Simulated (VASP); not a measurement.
# Si7Ge (P-43m) in VASP: single point with r2SCAN

Aim: the single point of Si7Ge with r2SCAN.

All numbers are computed with VASP 6.6.1; they aren't measurements. Logs are shortened: lines on timing, memory, paths and dates and some standing lists are left out, and cuts for length are marked.

## (1) The cell of the first run

Symmetry: P-43m, No. 215, cubic system. The conventional cell has a = 5.468 Å, b = 5.468 Å, c = 5.468 Å, α = 90.00°, β = 90.00°, γ = 90.00°. Si (site symmetry 3m) has 3 Si at 2.36 Å and 1 Ge at 2.39 Å within 3.1 Å. Si (site symmetry -42m) has 4 Si at 2.36 Å within 3.1 Å. Within 3.2 Å of Ge (site symmetry -43m) lie 4 Si at 2.39 Å.

## (2) Single point, r2SCAN

POSCAR reads:

```
Si7Ge
1.0
    5.4679684322      0.0000000000      0.0000000000
    0.0000000000      5.4679684322      0.0000000000
    0.0000000000      0.0000000000      5.4679684322
Si Ge
7 1
Direct
    0.2524307582      0.2524307582      0.2524307582
    0.0000000000      0.5000000000      0.5000000000
    0.5000000000      0.5000000000      0.0000000000
    0.5000000000      0.0000000000      0.5000000000
    0.7475692418      0.2524307582      0.7475692418
    0.7475692418      0.7475692418      0.2524307582
    0.2524307582      0.7475692418      0.7475692418
    0.0000000000      0.0000000000      0.0000000000
```

INCAR.step1 reads:

```
SYSTEM = Si7Ge
  PREC = Accurate
  ENCUT = 520
  ISMEAR = 0
  SIGMA = 0.02
  LREAL = .FALSE.
  LASPH = .TRUE.
  NELM = 60
  NBANDS = 31
  GGA = PE
  ALGO = Normal
  EDIFF = 1E-4
  LWAVE = .TRUE.
  LCHARG = .FALSE.
```

INCAR.step2 reads:

```
SYSTEM = Si7Ge
  PREC = Accurate
  ENCUT = 520
  EDIFF = 1E-6
  ISMEAR = 0
  SIGMA = 0.02
  LREAL = .FALSE.
  LASPH = .TRUE.
  NELM = 60
  ALGO = Normal
  ISIF = 2
  LWAVE = .FALSE.
  LCHARG = .TRUE.
  METAGGA = R2SCAN
  LMIXTAU = .TRUE.
  LELF = .TRUE.
  LVHAR = .TRUE.
  NBANDS = 31
  ISTART = 1
```

KPOINTS reads:

```
Automatic mesh
0
G
  8 8 8
  0 0 0
```

Potentials or basis: VASP PAW PBE potentials, release 64 (Si, Ge_d).

Run with:

```bash
cat potpaw_PBE.64/Si/POTCAR potpaw_PBE.64/Ge_d/POTCAR > POTCAR
cp INCAR.step1 INCAR
mpirun -np 1 vasp_std > vasp.out
cp INCAR.step2 INCAR
mpirun -np 1 vasp_std > vasp.out
```

OUTCAR:

```text
SYSTEM = Si7Ge
   PREC = Accurate
   ENCUT = 520
   EDIFF = 1E-6
   ISMEAR = 0
   LREAL = .FALSE.
   LASPH = .TRUE.
   NELM = 60
   ISIF = 2
   METAGGA = R2SCAN
   ISTART = 1

 ion  position               nearest neighbor table
   1  0.252  0.252  0.252-   2 2.36   3 2.36   4 2.36   8 2.39
   2  0.000  0.500  0.500-   1 2.36   5 2.36   6 2.36   7 2.36
   3  0.500  0.500  0.000-   1 2.36   5 2.36   6 2.36   7 2.36
   4  0.500  0.000  0.500-   1 2.36   5 2.36   6 2.36   7 2.36
   5  0.748  0.252  0.748-   2 2.36   3 2.36   4 2.36   8 2.39
   6  0.748  0.748  0.252-   2 2.36   3 2.36   4 2.36   8 2.39
   7  0.252  0.748  0.748-   2 2.36   3 2.36   4 2.36   8 2.39
   8  0.000  0.000  0.000-   1 2.39   5 2.39   6 2.39   7 2.39

  LATTYP: Found a simple cubic cell.
 ALAT       =     5.4679684322

  Lattice vectors:

 A1 = (   5.4679684322,   0.0000000000,   0.0000000000)
 A2 = (   0.0000000000,   5.4679684322,   0.0000000000)
 A3 = (   0.0000000000,   0.0000000000,   5.4679684322)

Analysis of symmetry for initial positions (statically):
=====================================================================
 Subroutine PRICEL returns:
 Original cell was already a primitive cell.

 Routine SETGRP: Setting up the symmetry group for a
 simple cubic supercell.

 Subroutine GETGRP returns: Found 24 space group operations
 (whereof 24 operations were pure point group operations)
 out of a pool of 48 trial point group operations.

The static configuration has the point symmetry T_d .

Analysis of symmetry for dynamics (positions and initial velocities):
=====================================================================
 Subroutine PRICEL returns:
 Original cell was already a primitive cell.

 Routine SETGRP: Setting up the symmetry group for a
 simple cubic supercell.

 Subroutine GETGRP returns: Found 24 space group operations
 (whereof 24 operations were pure point group operations)
 out of a pool of 48 trial point group operations.

The dynamic configuration has the point symmetry T_d .

 Subroutine INISYM returns: Found 24 space group operations
 (whereof 24 operations are pure point group operations),
 and found     1 'primitive' translations

----------------------------------------------------------------------------------------

                                     Primitive cell

  volume of cell :     163.4850

  direct lattice vectors                    reciprocal lattice vectors
     5.467968432  0.000000000  0.000000000     0.182883280  0.000000000  0.000000000
     0.000000000  5.467968432  0.000000000     0.000000000  0.182883280  0.000000000
     0.000000000  0.000000000  5.467968432     0.000000000  0.000000000  0.182883280

  length of vectors
     5.467968432  5.467968432  5.467968432     0.182883280  0.182883280  0.182883280

  position of ions in fractional coordinates (direct lattice)
     0.252430758  0.252430758  0.252430758
     0.000000000  0.500000000  0.500000000
     0.500000000  0.500000000  0.000000000
     0.500000000  0.000000000  0.500000000
     0.747569242  0.252430758  0.747569242
     0.747569242  0.747569242  0.252430758
     0.252430758  0.747569242  0.747569242
     0.000000000  0.000000000  0.000000000

  ion indices of the primitive-cell ions
   primitive index   ion index
                 1           1
                 2           2
                 3           3
                 4           4
                 5           5
                 6           6
                 7           7
                 8           8

----------------------------------------------------------------------------------------

 KPOINTS: Automatic mesh

Automatic generation of k-mesh.
 Grid dimensions read from file:
 generate k-points for:    8    8    8

 Generating k-lattice:

  Cartesian coordinates                     Fractional coordinates (reciprocal lattice)
     0.022860410  0.000000000  0.000000000     0.125000000  0.000000000  0.000000000
     0.000000000  0.022860410  0.000000000     0.000000000  0.125000000  0.000000000
     0.000000000  0.000000000  0.022860410     0.000000000  0.000000000  0.125000000

  Length of vectors
     0.022860410  0.022860410  0.022860410

  Shift w.r.t. Gamma in fractional coordinates (k-lattice)
     0.000000000  0.000000000  0.000000000

 Subroutine IBZKPT returns following result:
 ===========================================

 Found     35 irreducible k-points:

 Following reciprocal coordinates:
            Coordinates               Weight
  0.000000  0.000000  0.000000      1.000000
  0.125000  0.000000  0.000000      6.000000
  0.250000  0.000000  0.000000      6.000000
  0.375000  0.000000  0.000000      6.000000
  0.500000  0.000000  0.000000      3.000000
  0.125000  0.125000  0.000000     12.000000
[... 16 lines left out ...]
  0.375000  0.375000  0.125000     24.000000
  0.500000  0.375000  0.125000     24.000000
 [... further k-points ...]
   k-points           NKPTS =     35   k-points in BZ     NKDIM =     35   number of bands    NBANDS=     31
   number of dos      NEDOS =    301   number of ions     NIONS =      8
   total plane-waves  NPLWV =  74088
   dimension x,y,z NGX =    42 NGY =   42 NGZ =   42
   dimension x,y,z NGXF=    84 NGYF=   84 NGZF=   84
   ions per type =               7   1
   NGX,Y,Z   is equivalent  to a cutoff of  12.77, 12.77, 12.77 a.u.
   NGXF,Y,Z  is equivalent  to a cutoff of  25.54, 25.54, 25.54 a.u.
 SYSTEM =  Si7Ge
   PREC   = accura    normal or accurate (medium, high low for compatibility)
   ISTART =      1    job   : 0-new  1-cont  2-samecut
   ICHARG =      0    charge: 1-file 2-atom 10-const
   ISPIN  =      1    spin polarized calculation?
   LNONCOLLINEAR =      F non collinear calculations
   LSORBIT =      F    spin-orbit coupling
   LASPH  =      T    aspherical Exc in radial PAW
   ENCUT  =  520.0 eV  38.22 Ry    6.18 a.u.  10.17 10.17 10.17*2*pi/ulx,y,z
   NELM   =     60;   NELMIN=  2; NELMDL=  0     # of ELM steps
   EDIFF  = 0.1E-05   stopping-criterion for ELM
   LREAL  =      F    real-space projection
   EDIFFG = 0.1E-04   stopping-criterion for IOM
   NSW    =      0    number of steps for IOM
   IBRION =     -1    ionic relax: 0-MD 1-quasi-New 2-CG
   NFREE  =      0    steps in history (QN), initial steepest desc. (CG)
   ISIF   =      2    stress and relaxation
   ISYM   =      2    0-nonsym 1-usesym 2-fastsym
   POTIM  = 0.5000    time-step for ionic-motion
   TEBEG  =    0.0;   TEEND  =   0.0 temperature during run
   PSTRESS=    0.0 pullay stress
   NELECT =      42.0000    total number of electrons
   NUPDOWN=      -1.0000    fix difference up-down
   EMIN   =  10.00;   EMAX   =-10.00  energy-range for DOS
   EFERMI =   0.00;   METHOD = LEGACY
   ISMEAR =     0;   SIGMA  =   0.02  broadening in eV -4-tet -1-fermi 0-gaus
   EFERMI_NEDOS =   21; number of points for ismear=-14 and -15
   IALGO  =     38    algorithm
   IMIX   =      4    mixing-type and parameters
     AMIX     =   0.40;   BMIX     =  1.00
     AMIX_MAG =   1.60;   BMIX_MAG =  1.00
  volume/ion in A,a.u.               =      20.44       137.91
  Fermi-wavevector in a.u.,A,eV,Ry     =   1.040715  1.966667 14.736311  1.083088
  Thomas-Fermi vector in A             =   2.175304
   LORBIT       =      0    0 simple, 1 ext, 2 COOP (PROOUT), +10 PAW based schemes
   METAGGA = R2SCAN    functional components
   LHFCALC =     F    Hartree Fock is set to
   AEXX    =    0.0000 exact exchange contribution
   IVDW    =     0    specifies the selected vdW correction
   LEPSILON=     F    determine dielectric tensor
   LRPA    =     F    only Hartree local field effects (RPA)
 non-spin polarized calculation
 Gauss-broadening in eV      SIGMA  =   0.02
  energy-cutoff  :      520.00
  volume of cell :      163.49
 maximum number of plane-waves:      4436
 NGX is ok and might be reduce to    42
   NGX = 21   NGY = 21   NGZ = 21

 number of electron      42.0000023 magnetization

 Free energy of the ion-electron system (eV)
  ---------------------------------------------------
  ext. energy  EPLUGINS =         0.00000000
  ---------------------------------------------------
  free energy    TOTEN  =       -75.26178091 eV

  energy without entropy =      -75.26178091  energy(sigma->0) =      -75.26178091

 E-fermi :   5.6842     XC(G=0):  -9.9737

 val. band max:        5.5577463428   @ k =   0.0000   0.0000   0.0000
 cond. band min:       6.1573521342   @ k =   0.0000   0.0000   0.0000
 fundamental gap:      0.5996057914
 Fermi energy:         5.6842378456

 k-point     1 :       0.0000    0.0000    0.0000
  band No.  band energies     occupation
      1     -19.2369      2.00000
      2     -19.2369      2.00000
      3     -19.2369      2.00000
      4     -19.2064      2.00000
      5     -19.2064      2.00000
      6      -7.0457      2.00000
[... 23 lines left out ...]
     30       8.3191      0.00000
     31       9.0255      0.00000

 k-point     2 :       0.1250    0.0000    0.0000
  band No.  band energies     occupation
      1     -19.2369      2.00000
      2     -19.2369      2.00000
      3     -19.2369      2.00000
      4     -19.2064      2.00000
      5     -19.2064      2.00000
      6      -6.9751      2.00000
[... 23 lines left out ...]
     30       8.6882      0.00000
     31       9.4513      0.00000

 k-point     3 :       0.2500    0.0000    0.0000
  band No.  band energies     occupation
      1     -19.2369      2.00000
      2     -19.2369      2.00000
      3     -19.2369      2.00000
      4     -19.2064      2.00000
      5     -19.2063      2.00000
      6      -6.7642      2.00000
[... 703 lines left out ...]
     30      10.9175      0.00000
     31      10.9721      0.00000

 k-point    24 :       0.5000    0.3750    0.1250
  band No.  band energies     occupation
      1     -19.2370      2.00000
      2     -19.2370      2.00000
      3     -19.2370      2.00000
      4     -19.2063      2.00000
      5     -19.2062      2.00000
      6      -5.4306      2.00000
[... 23 lines left out ...]
     30      10.6400      0.00000
     31      10.6969      0.00000

 [... further k-points ...]

------------------------ aborting loop because EDIFF is reached ----------------------------------------

  FORCE on cell =-STRESS in cart. coord.  units (eV):
  Direction    XX          YY          ZZ          XY          YZ          ZX
  --------------------------------------------------------------------------------------
  -------------------------------------------------------------------------------------
  Total       -0.1614124     -0.1614124     -0.1614124     -0.0000000      0.0000000     -0.0000000
  in kB       -1.5818656     -1.5818656     -1.5818656     -0.0000000      0.0000000     -0.0000000
  external PRESSURE =      -1.5818656 kB  Pullay stress =       0.0000000 kB

 VOLUME and BASIS-vectors are now :
 -----------------------------------------------------------------------------
  energy-cutoff  :      520.00
  volume of cell :      163.49
      direct lattice vectors                 reciprocal lattice vectors
     5.467968432  0.000000000  0.000000000     0.182883280  0.000000000  0.000000000
     0.000000000  5.467968432  0.000000000     0.000000000  0.182883280  0.000000000
     0.000000000  0.000000000  5.467968432     0.000000000  0.000000000  0.182883280

 POSITION                                       TOTAL-FORCE (eV/Angst)
 -----------------------------------------------------------------------------------
      1.38028      1.38028      1.38028         0.011095      0.011095      0.011095
      0.00000      2.73398      2.73398         0.000000      0.000000     -0.000000
      2.73398      2.73398      0.00000         0.000000      0.000000     -0.000000
      2.73398      0.00000      2.73398         0.000000      0.000000     -0.000000
      4.08769      1.38028      4.08769        -0.011095      0.011095     -0.011095
      4.08769      4.08769      1.38028        -0.011095     -0.011095      0.011095
      1.38028      4.08769      4.08769         0.011095     -0.011095     -0.011095
      0.00000      0.00000      0.00000         0.000000      0.000000     -0.000000
 -----------------------------------------------------------------------------------
    total drift:                               -0.000000     -0.000000      0.000000

  FREE ENERGIE OF THE ION-ELECTRON SYSTEM (eV)
  ---------------------------------------------------
  free  energy   TOTEN  =       -75.2617809132 eV

  energy  without entropy=      -75.2617809132  energy(sigma->0) =      -75.26178091
```

Wall time 17 min (1 thread of AMD EPYC 7R13, shared host); peak memory 0.34 GiB.

What came out:

| Property | Result |
| --- | --- |
| Free energy | -75.2618 eV |
| Pressure | -0.2 GPa |
| Largest force | 0.019 eV/Å |
| Band gap on the k mesh | 0.60 eV |

Forces on the atoms (eV/Å):
```
Si   0.011  0.011  0.011
Si   0.000  0.000  0.000
Si   0.000  0.000  0.000
Si   0.000  0.000  0.000
Si  -0.011  0.011 -0.011
Si  -0.011 -0.011  0.011
Si   0.011 -0.011 -0.011
Ge   0.000  0.000  0.000
```

Caveat: the PAW data sets were made with another functional, which shifts forces and pressure a little. A k mesh can miss the band edges.
